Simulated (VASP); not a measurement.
# Sn (I4_1/amd) in VASP: notebook

The runs below take Sn through single point, with PBE.

Everything below comes from runs of VASP 6.6.1. Logs are shortened: lines on timing, memory, paths and dates and some standing lists are left out, and cuts for length are marked.

## (1) The cell of the first run

The structure is tetragonal, space group I4_1/amd (No. 141). Conventional cell: a = 5.892 Å, b = 5.892 Å, c = 3.493 Å, α = 90.00°, β = 90.00°, γ = 90.00°. Within 4.0 Å of Sn (site symmetry -4m2) lie 10 Sn at 3.07 to 3.94 Å.

## (2) Single point, PBE (strained)

File INCAR:

```
ALGO = Fast
EDIFF = 1E-6
ENCUT = 520
GGA = PE
ISIF = 2
ISMEAR = 0
LASPH = T
LCHARG = F
LREAL = F
LWAVE = F
NBANDS = 21
NELM = 100
PREC = Accurate
SIGMA = 0.1
```

File KPOINTS:

```
k-points
0
Gamma
  14 14 14
```

File POSCAR:

```
Sn
1.0
   -2.9460207362      2.9460207362      1.7464377719
    2.9460207362     -2.9460207362      1.7464377719
    2.9460207362      2.9460207362     -1.7464377719
Sn
2
Direct
    0.7500000000      0.2500000000      0.5000000000
    0.0000000000      0.0000000000      0.0000000000
```

Potentials or basis: VASP PAW PBE potentials, release 64 (Sn_d).

Command:

```bash
> cat potpaw_PBE.64/Sn_d/POTCAR > POTCAR
> mpirun -np 1 vasp_std > vasp.out
```

OUTCAR:

```text
EDIFF = 1E-6
   ENCUT = 520
   GGA = PE
   ISIF = 2
   ISMEAR = 0
   LASPH = T
   LREAL = F
   NELM = 100
   PREC = Accurate

 ion  position               nearest neighbor table
   1  0.750  0.250  0.500-   2 3.07   2 3.07   2 3.07   2 3.07
   2  0.000  0.000  0.000-   1 3.07   1 3.07   1 3.07   1 3.07

  LATTYP: Found a body centered tetragonal cell.
 ALAT       =     5.8920414724
 C/A-ratio  =     0.5928124505

  Lattice vectors:

 A1 = (  -2.9460207362,   2.9460207362,   1.7464377719)
 A2 = (   2.9460207362,  -2.9460207362,   1.7464377719)
 A3 = (   2.9460207362,   2.9460207362,  -1.7464377719)

Analysis of symmetry for initial positions (statically):
=====================================================================
 Subroutine PRICEL returns:
 Original cell was already a primitive cell.

 Routine SETGRP: Setting up the symmetry group for a
 body centered tetragonal supercell.

 Subroutine GETGRP returns: Found 16 space group operations
 (whereof  8 operations were pure point group operations)
 out of a pool of 16 trial point group operations.

The static configuration has the point symmetry D_2d.
 The point group associated with its full space group is D_4h.

Analysis of symmetry for dynamics (positions and initial velocities):
=====================================================================
 Subroutine PRICEL returns:
 Original cell was already a primitive cell.

 Routine SETGRP: Setting up the symmetry group for a
 body centered tetragonal supercell.

 Subroutine GETGRP returns: Found 16 space group operations
 (whereof  8 operations were pure point group operations)
 out of a pool of 16 trial point group operations.

The dynamic configuration has the point symmetry D_2d.
 The point group associated with its full space group is D_4h.

 Subroutine INISYM returns: Found 16 space group operations
 (whereof  8 operations are pure point group operations),
 and found     1 'primitive' translations

----------------------------------------------------------------------------------------

                                     Primitive cell

  volume of cell :      60.6296

  direct lattice vectors                    reciprocal lattice vectors
    -2.946020736  2.946020736  1.746437772     0.000000000  0.169720462  0.286297060
     2.946020736 -2.946020736  1.746437772     0.169720462  0.000000000  0.286297060
     2.946020736  2.946020736 -1.746437772     0.169720462  0.169720462  0.000000000

  length of vectors
     4.517534864  4.517534864  4.517534864     0.332822839  0.332822839  0.240020979

  position of ions in fractional coordinates (direct lattice)
     0.750000000  0.250000000  0.500000000
     0.000000000  0.000000000  0.000000000

  ion indices of the primitive-cell ions
   primitive index   ion index
                 1           1
                 2           2

----------------------------------------------------------------------------------------

 KPOINTS: k-points

Automatic generation of k-mesh.
 Grid dimensions read from file:
 generate k-points for:   14   14   14

 Generating k-lattice:

  Cartesian coordinates                     Fractional coordinates (reciprocal lattice)
     0.000000000  0.012122890  0.020449790     0.071428571  0.000000000  0.000000000
     0.012122890  0.000000000  0.020449790     0.000000000  0.071428571  0.000000000
     0.012122890  0.012122890  0.000000000     0.000000000  0.000000000  0.071428571

  Length of vectors
     0.023773060  0.023773060  0.017144356

  Shift w.r.t. Gamma in fractional coordinates (k-lattice)
     0.000000000  0.000000000  0.000000000

 Subroutine IBZKPT returns following result:
 ===========================================

 Found    244 irreducible k-points:

 Following reciprocal coordinates:
            Coordinates               Weight
  0.000000  0.000000  0.000000      1.000000
  0.071429  0.000000  0.000000      8.000000
  0.142857 -0.000000  0.000000      8.000000
  0.214286  0.000000  0.000000      8.000000
  0.285714  0.000000  0.000000      8.000000
  0.357143  0.000000  0.000000      8.000000
[... 16 lines left out ...]
  0.214286  0.142857 -0.000000     16.000000
  0.285714  0.142857  0.000000     16.000000
 [... further k-points ...]
   k-points           NKPTS =    244   k-points in BZ     NKDIM =    244   number of bands    NBANDS=     21
   number of dos      NEDOS =    301   number of ions     NIONS =      2
   total plane-waves  NPLWV =  46656
   dimension x,y,z NGX =    36 NGY =   36 NGZ =   36
   dimension x,y,z NGXF=    72 NGYF=   72 NGZF=   72
   ions per type =               2
   NGX,Y,Z   is equivalent  to a cutoff of  13.25, 13.25, 13.25 a.u.
   NGXF,Y,Z  is equivalent  to a cutoff of  26.50, 26.50, 26.50 a.u.
 SYSTEM =  unknown system
   PREC   = accura    normal or accurate (medium, high low for compatibility)
   ISTART =      0    job   : 0-new  1-cont  2-samecut
   ICHARG =      2    charge: 1-file 2-atom 10-const
   ISPIN  =      1    spin polarized calculation?
   LNONCOLLINEAR =      F non collinear calculations
   LSORBIT =      F    spin-orbit coupling
   LASPH  =      T    aspherical Exc in radial PAW
   ENCUT  =  520.0 eV  38.22 Ry    6.18 a.u.   8.40  8.40  8.40*2*pi/ulx,y,z
   NELM   =    100;   NELMIN=  2; NELMDL= -5     # of ELM steps
   EDIFF  = 0.1E-05   stopping-criterion for ELM
   LREAL  =      F    real-space projection
   EDIFFG = 0.1E-04   stopping-criterion for IOM
   NSW    =      0    number of steps for IOM
   IBRION =     -1    ionic relax: 0-MD 1-quasi-New 2-CG
   NFREE  =      0    steps in history (QN), initial steepest desc. (CG)
   ISIF   =      2    stress and relaxation
   ISYM   =      2    0-nonsym 1-usesym 2-fastsym
   POTIM  = 0.5000    time-step for ionic-motion
   TEBEG  =    0.0;   TEEND  =   0.0 temperature during run
   PSTRESS=    0.0 pullay stress
   NELECT =      28.0000    total number of electrons
   NUPDOWN=      -1.0000    fix difference up-down
   EMIN   =  10.00;   EMAX   =-10.00  energy-range for DOS
   EFERMI =   0.00;   METHOD = LEGACY
   ISMEAR =     0;   SIGMA  =   0.10  broadening in eV -4-tet -1-fermi 0-gaus
   EFERMI_NEDOS =   21; number of points for ismear=-14 and -15
   IALGO  =     68    algorithm
   IMIX   =      4    mixing-type and parameters
     AMIX     =   0.40;   BMIX     =  1.00
     AMIX_MAG =   1.60;   BMIX_MAG =  1.00
  volume/ion in A,a.u.               =      30.31       204.57
  Fermi-wavevector in a.u.,A,eV,Ry     =   1.265414  2.391286 21.786633  1.601272
  Thomas-Fermi vector in A             =   2.398668
   LORBIT       =      0    0 simple, 1 ext, 2 COOP (PROOUT), +10 PAW based schemes
   GGA     = PE    functional components
   LHFCALC =     F    Hartree Fock is set to
   AEXX    =    0.0000 exact exchange contribution
   IVDW    =     0    specifies the selected vdW correction
   LEPSILON=     F    determine dielectric tensor
   LRPA    =     F    only Hartree local field effects (RPA)
 non-spin polarized calculation
 RMM-DIIS sequential band-by-band and
 Gauss-broadening in eV      SIGMA  =   0.10
  energy-cutoff  :      520.00
  volume of cell :       60.63
 maximum number of plane-waves:      1655
 NGX is ok and might be reduce to    36
   NGX = 17   NGY = 17   NGZ = 17

 number of electron      27.9999994 magnetization

 Free energy of the ion-electron system (eV)
  ---------------------------------------------------
  ext. energy  EPLUGINS =         0.00000000
  ---------------------------------------------------
  free energy    TOTEN  =        -7.55137893 eV

  energy without entropy =       -7.54759439  energy(sigma->0) =       -7.54948666

 E-fermi :   6.6842     XC(G=0):  -9.7887

 val. band max:        6.6610289324   @ k =  -0.4286   0.5000   0.0714
 cond. band min:       6.6916105735   @ k =   0.3571   0.2143   0.0000
 fundamental gap:      0.0305816411
 Fermi energy:         6.6842120803

 k-point     1 :       0.0000    0.0000    0.0000
  band No.  band energies     occupation
      1     -14.8733      2.00000
      2     -14.7655      2.00000
      3     -14.7615      2.00000
      4     -14.7174      2.00000
      5     -14.6697      2.00000
      6     -14.6697      2.00000
[... 13 lines left out ...]
     20      16.0045      0.00000
     21      16.0372      0.00000

 k-point     2 :       0.0714    0.0000    0.0000
  band No.  band energies     occupation
      1     -14.8710      2.00000
      2     -14.7629      2.00000
      3     -14.7584      2.00000
      4     -14.7150      2.00000
      5     -14.6718      2.00000
      6     -14.6692      2.00000
[... 13 lines left out ...]
     20      15.4516      0.00000
     21      15.6423      0.00000

 k-point     3 :       0.1429   -0.0000    0.0000
  band No.  band energies     occupation
      1     -14.8645      2.00000
      2     -14.7555      2.00000
      3     -14.7504      2.00000
      4     -14.7120      2.00000
      5     -14.6772      2.00000
      6     -14.6624      2.00000
[... 13 lines left out ...]
     20      14.5311      0.00000
     21      15.2092      0.00000

 k-point     4 :       0.2143    0.0000    0.0000
  band No.  band energies     occupation
      1     -14.8547      2.00000
      2     -14.7450      2.00000
      3     -14.7420      2.00000
      4     -14.7140      2.00000
      5     -14.6836      2.00000
      6     -14.6629      2.00000
[... 13 lines left out ...]
     20      13.8379      0.00000
     21      15.3422      0.00000

 k-point     5 :       0.2857    0.0000    0.0000
  band No.  band energies     occupation
      1     -14.8433      2.00000
      2     -14.7359      2.00000
      3     -14.7346      2.00000
      4     -14.7223      2.00000
      5     -14.6878      2.00000
      6     -14.6691      2.00000
[... 13 lines left out ...]
     20      13.3821      0.00000
     21      15.8110      0.00000
[... 382 lines left out ...]
     20      15.7177      0.00000
     21      15.8565      0.00000

 k-point    22 :       0.1429    0.1429    0.0000
  band No.  band energies     occupation
      1     -14.8512      2.00000
      2     -14.7397      2.00000
      3     -14.7338      2.00000
      4     -14.6996      2.00000
      5     -14.6880      2.00000
      6     -14.6704      2.00000
[... 13 lines left out ...]
     20      14.2188      0.00000
     21      14.5062      0.00000

 k-point    23 :       0.2143    0.1429   -0.0000
  band No.  band energies     occupation
      1     -14.8421      2.00000
      2     -14.7371      2.00000
      3     -14.7285      2.00000
      4     -14.7052      2.00000
      5     -14.6920      2.00000
      6     -14.6735      2.00000
[... 13 lines left out ...]
     20      13.9357      0.00000
     21      14.9047      0.00000

 k-point    24 :       0.2857    0.1429    0.0000
  band No.  band energies     occupation
      1     -14.8329      2.00000
      2     -14.7429      2.00000
      3     -14.7205      2.00000
      4     -14.7174      2.00000
      5     -14.6916      2.00000
      6     -14.6722      2.00000
[... 13 lines left out ...]
     20      14.3163      0.00000
     21      15.5928      0.00000

 [... further k-points ...]

------------------------ aborting loop because EDIFF is reached ----------------------------------------

  FORCE on cell =-STRESS in cart. coord.  units (eV):
  Direction    XX          YY          ZZ          XY          YZ          ZX
  --------------------------------------------------------------------------------------
  -------------------------------------------------------------------------------------
  Total       -0.5146765     -0.5146765     -1.4825406      0.0000000      0.0000000      0.0000000
  in kB      -13.6006661    -13.6006661    -39.1771178      0.0000000      0.0000000      0.0000000
  external PRESSURE =     -22.1261500 kB  Pullay stress =       0.0000000 kB

 VOLUME and BASIS-vectors are now :
 -----------------------------------------------------------------------------
  energy-cutoff  :      520.00
  volume of cell :       60.63
      direct lattice vectors                 reciprocal lattice vectors
    -2.946020736  2.946020736  1.746437772     0.000000000  0.169720462  0.286297060
     2.946020736 -2.946020736  1.746437772     0.169720462  0.000000000  0.286297060
     2.946020736  2.946020736 -1.746437772     0.169720462  0.169720462  0.000000000

 POSITION                                       TOTAL-FORCE (eV/Angst)
 -----------------------------------------------------------------------------------
     -0.00000      2.94602      0.87322         0.000000     -0.000000     -0.000000
      0.00000      0.00000      0.00000        -0.000000      0.000000      0.000000
 -----------------------------------------------------------------------------------
    total drift:                               -0.000000      0.000000     -0.000000

  FREE ENERGIE OF THE ION-ELECTRON SYSTEM (eV)
  ---------------------------------------------------
  free  energy   TOTEN  =        -7.5513789284 eV

  energy  without entropy=       -7.5475943889  energy(sigma->0) =       -7.54948666
```

Wall time 6.3 min (1 thread of Intel Xeon 8259CL, shared host); peak memory 0.39 GiB.

What came out:

| Item | Value |
| --- | --- |
| Free energy | -7.5514 eV |
| Pressure | -2.2 GPa |
| Band gap on the k mesh | zero (bands 14 and 15 overlap by 3.94 eV) |

Stress tensor (GPa, compression positive):
```
-1.36  0.00  0.00
 0.00 -1.36  0.00
 0.00  0.00 -3.92
```

Caveat: the cell differs from its parent crystal (strained); spin-orbit coupling is left out, which moves the levels of the heavy elements.

## (3) Single point, PBE (strained)

File INCAR:

```
SYSTEM = Sn
ALGO = Fast ; EDIFF = 1E-6
ENCUT = 520 ; GGA = PE
ISIF = 2 ; ISMEAR = 0
LASPH = .True. ; LCHARG = .False.
LREAL = .False. ; LWAVE = .False.
NBANDS = 21 ; NELM = 60
PREC = Accurate ; SIGMA = 0.1
```

File KPOINTS:

```
k-points
0
Gamma
  14 14 14
  0 0 0
```

File POSCAR:

```
Sn
1.0
   -3.0972027584      3.0972027584      1.5887785818
    3.0972027584     -3.0972027584      1.5887785818
    3.0972027584      3.0972027584     -1.5887785818
Sn
2
Direct
    0.7500000000      0.2500000000      0.5000000000
    0.0000000000      0.0000000000      0.0000000000
```

Potentials or basis: VASP PAW PBE potentials, release 64 (Sn_d).

Command:

```bash
> cat potpaw_PBE.64/Sn_d/POTCAR > POTCAR
> mpirun -np 1 vasp_std > vasp.out
```

OUTCAR:

```text
SYSTEM = Sn
   EDIFF = 1E-6
   ENCUT = 520
   GGA = PE
   ISIF = 2
   ISMEAR = 0
   LASPH = .True.
   LREAL = .False.
   NELM = 60
   PREC = Accurate

 ion  position               nearest neighbor table
   1  0.750  0.250  0.500-   2 3.20   2 3.20   2 3.20   2 3.20
   2  0.000  0.000  0.000-   1 3.20   1 3.20   1 3.20   1 3.20

  LATTYP: Found a body centered tetragonal cell.
 ALAT       =     6.1944055168
 C/A-ratio  =     0.5129720931

  Lattice vectors:

[... 767 lines left out ...]

  FORCE on cell =-STRESS in cart. coord.  units (eV):
  Direction    XX          YY          ZZ          XY          YZ          ZX
  --------------------------------------------------------------------------------------
  -------------------------------------------------------------------------------------
  Total       -1.2970977     -1.2970977     -0.5168628      0.0000000     -0.0000000      0.0000000
  in kB      -34.0895009    -34.0895009    -13.5838601      0.0000000     -0.0000000      0.0000000
  external PRESSURE =     -27.2542873 kB  Pullay stress =       0.0000000 kB

 VOLUME and BASIS-vectors are now :
 -----------------------------------------------------------------------------
  energy-cutoff  :      520.00
  volume of cell :       60.96
      direct lattice vectors                 reciprocal lattice vectors
    -3.097202758  3.097202758  1.588778582     0.000000000  0.161435992  0.314707163
     3.097202758 -3.097202758  1.588778582     0.161435992  0.000000000  0.314707163
     3.097202758  3.097202758 -1.588778582     0.161435992  0.161435992  0.000000000

 POSITION                                       TOTAL-FORCE (eV/Angst)
 -----------------------------------------------------------------------------------
      0.00000      3.09720      0.79439         0.000000      0.000000      0.000000
      0.00000      0.00000      0.00000        -0.000000     -0.000000     -0.000000
 -----------------------------------------------------------------------------------
    total drift:                               -0.000000      0.000000     -0.000000

  FREE ENERGIE OF THE ION-ELECTRON SYSTEM (eV)
  ---------------------------------------------------
  free  energy   TOTEN  =        -7.5589904307 eV

  energy  without entropy=       -7.5536590789  energy(sigma->0) =       -7.55632475
```

OSZICAR:

```text
N       E                     dE             d eps       ncg     rms          rms(c)
DAV:   1     0.222400767446E+03    0.22240E+03   -0.14373E+04 10415   0.199E+03
DAV:   2     0.158103392620E+02   -0.20659E+03   -0.20249E+03 10308   0.451E+02
DAV:   3    -0.681085746505E+01   -0.22621E+02   -0.22454E+02 11924   0.135E+02
DAV:   4    -0.754044117326E+01   -0.72958E+00   -0.72911E+00 11606   0.269E+01
DAV:   5    -0.757043035493E+01   -0.29989E-01   -0.29988E-01 14623   0.515E+00    0.191E+00
RMM:   6    -0.755971961363E+01    0.10711E-01   -0.26472E-02 12404   0.192E+00    0.111E+00
RMM:   7    -0.755882049997E+01    0.89911E-03   -0.19547E-02 12079   0.156E+00    0.140E-01
RMM:   8    -0.755887161816E+01   -0.51118E-04   -0.25869E-03 13376   0.623E-01    0.517E-02
RMM:   9    -0.755897837412E+01   -0.10676E-03   -0.91207E-04 15779   0.252E-01    0.128E-02
RMM:  10    -0.755898789673E+01   -0.95226E-05   -0.99675E-05 15315   0.101E-01    0.394E-03
RMM:  11    -0.755899016087E+01   -0.22641E-05   -0.38128E-05 15662   0.482E-02    0.304E-03
RMM:  12    -0.755899043069E+01   -0.26981E-06   -0.35864E-06  9478   0.188E-02
   1 F= -.75589904E+01 E0= -.75563248E+01  d E =-.533135E-02
```

Wall time 6.5 min (1 thread of Intel Xeon 8259CL, shared host); peak memory 0.38 GiB.

What came out:

```
Free energy            : -7.5590 eV
Pressure               : -2.7 GPa
Band gap on the k mesh : zero (bands 14 and 15 overlap by 3.12 eV)
```

Levels at points of the mesh, in eV from the Fermi level:
| k point | band 10 | band 11 | band 12 | band 13 | band 14 | band 15 | band 16 | band 17 | band 18 | band 19 |
| --- | --- | --- | --- | --- | --- | --- | --- | --- | --- | --- |
| (0.00, 0.00, 0.00) | -21.18 | -10.33 | -4.49 | -1.87 | -1.87 | 2.97 | 5.18 | 5.18 | 6.95 | 7.08 |
| (0.50, 0.00, 0.00) | -21.20 | -6.33 | -4.88 | -2.43 | -1.64 | -0.67 | 2.45 | 2.55 | 4.04 | 6.64 |
| (0.50, 0.50, 0.00) | -21.26 | -8.43 | -8.43 | 0.35 | 0.35 | 0.96 | 0.96 | 6.43 | 6.43 | 9.55 |
| (0.50, 0.50, 0.50) | -21.29 | -7.50 | -7.50 | -4.20 | -4.20 | 5.70 | 5.70 | 7.59 | 7.59 | 11.77 |

Caveat: the cell differs from its parent crystal (strained); spin-orbit coupling is left out, which moves the levels of the heavy elements.
